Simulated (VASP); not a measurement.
Set up this calculation in VASP 6.6.1, as the native input.

| Item | Value |
| --- | --- |
| Task | single point |
| Functional | PBEsol |
| Potentials or basis | VASP PAW PBE potentials, release 64 (Al, N) |
| Cutoff | 520 eV |
| k mesh | 4 × 4 × 4 |
| Occupations | fermi-dirac, width 0.026 eV |
| Spin | no spin polarisation |
| Dipole correction | no |
| Further INCAR settings | LREAL = Auto; ALGO = Normal; EDIFF = 1e-06; NBANDS = 46 |

The structure of AlN lies in POSCAR:

```
AlN
1.0
    0.0000000000      4.3697528416      4.3697528416
    4.3697528416      0.0000000000      4.3697528416
    4.3697528416      4.3697528416      0.0000000000
Al N
8 8
Direct
    0.0061820430     -0.0076613029     -0.0065337791
    0.0126896193      0.0094072826      0.4751029578
   -0.0106615870      0.5104958063      0.0018299662
   -0.0050820952      0.4854250519      0.5207391774
    0.5049966394      0.0030963994     -0.0058059348
    0.5029650600     -0.0056998647      0.5003340187
    0.5005899828      0.4893758474      0.0085417875
    0.4916567545      0.5169394201      0.5008666575
    0.1218920198      0.1242132037      0.1196479570
    0.1319794325      0.1163680232      0.6227669158
    0.1237765658      0.6087804268      0.1390369254
    0.1118634206      0.6453066345      0.6192902890
    0.6356238215      0.1176423516      0.1256222079
    0.6279499321      0.1350836126      0.6242851939
    0.6184757120      0.6261187072      0.1326967499
    0.6220125253      0.6238318502      0.6261411341
```

These files were run (other wordings do the same):

INCAR

```
SYSTEM = AlN
PREC = Accurate
ENCUT = 520
EDIFF = 1E-6
ISMEAR = -1
SIGMA = 0.026
LREAL = Auto
LASPH = .TRUE.
NELM = 60
ALGO = Normal
ISIF = 2
LWAVE = .FALSE.
LCHARG = .TRUE.
GGA = PS
LELF = .TRUE.
LVHAR = .TRUE.
NBANDS = 46
```

KPOINTS

```
regular mesh
0
G
  4 4 4
  0 0 0
```

Potentials or basis: VASP PAW PBE potentials, release 64 (Al, N).

The run is started by

```sh
$ cat potpaw_PBE.64/Al/POTCAR potpaw_PBE.64/N/POTCAR > POTCAR
$ mpirun -np 1 vasp_std > vasp.out
```

It gave:

```
Pressure               : 1.5 GPa
Largest force          : 2.194 eV/Å
Band gap on the k mesh : 2.77 eV
```

Caveat: the structure was generated, so it needn't be the stable form of AlN; the PAW data sets were made with another functional, which shifts forces and pressure a little.

Run time: 5.3 min on 1 thread of Intel(R) Xeon(R) 6975P-C (Granite Rapids) (shared host), peak memory 0.38 GiB.
